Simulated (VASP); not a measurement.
Write the native input for VASP 6.6.1 that does the following.

```
Task                   : single point
Functional             : r2SCAN
Potentials or basis    : VASP PAW PBE potentials, release 64 (Yb)
Cutoff                 : 520 eV
k mesh                 : 10 × 10 × 10
Occupations            : methfessel-paxton, width 0.2 eV
Spin                   : no spin polarisation
Dipole correction      : no
Further INCAR settings : ALGO = Normal; EDIFF = 1e-07; NBANDS = 18
```

The system is Yb.

```
CELL_PARAMETERS angstrom
0.00000 2.60966 2.60966
2.60966 0.00000 2.60966
2.60966 2.60966 0.00000
ATOMIC_POSITIONS crystal
Yb 0.00000 0.00000 0.00000
```

These files were run (other wordings do the same):

POSCAR

```
Yb
1.0
    0.0000000000      2.6096620394      2.6096620394
    2.6096620394      0.0000000000      2.6096620394
    2.6096620394      2.6096620394      0.0000000000
Yb
1
Direct
    0.0000000000      0.0000000000      0.0000000000
```

INCAR.step1

```
SYSTEM = Yb
PREC = Accurate ; ENCUT = 520
ISMEAR = 1 ; SIGMA = 0.2
LREAL = .False. ; LASPH = .True.
NELM = 60 ; NBANDS = 18
GGA = PE ; ALGO = Normal
EDIFF = 1E-4 ; LWAVE = .True.
LCHARG = .False.
```

INCAR.step2

```
SYSTEM = Yb
PREC = Accurate ; ENCUT = 520
EDIFF = 1E-7 ; ISMEAR = 1
SIGMA = 0.2 ; LREAL = .False.
LASPH = .True. ; NELM = 60
ALGO = Normal ; ISIF = 2
LWAVE = .False. ; LCHARG = .True.
METAGGA = R2SCAN ; LMIXTAU = .True.
LELF = .True. ; LVHAR = .True.
NBANDS = 18 ; ISTART = 1
```

KPOINTS

```
regular mesh
0
Gamma
  10 10 10
  0 0 0
```

Potentials or basis: VASP PAW PBE potentials, release 64 (Yb).

Command:

```bash
$ cat potpaw_PBE.64/Yb/POTCAR > POTCAR
$ cp INCAR.step1 INCAR
$ mpirun -np 1 vasp_std > vasp.out
$ cp INCAR.step2 INCAR
$ mpirun -np 1 vasp_std > vasp.out
```

It gave:

```yaml
Pressure: -0.9 GPa
```

Caveat: the PAW data sets were made with another functional, which shifts forces and pressure a little.

Run time: 25 min on 1 thread of AMD EPYC 7R43 64-Core Processor (Zen 3) (shared host), peak memory 0.16 GiB.
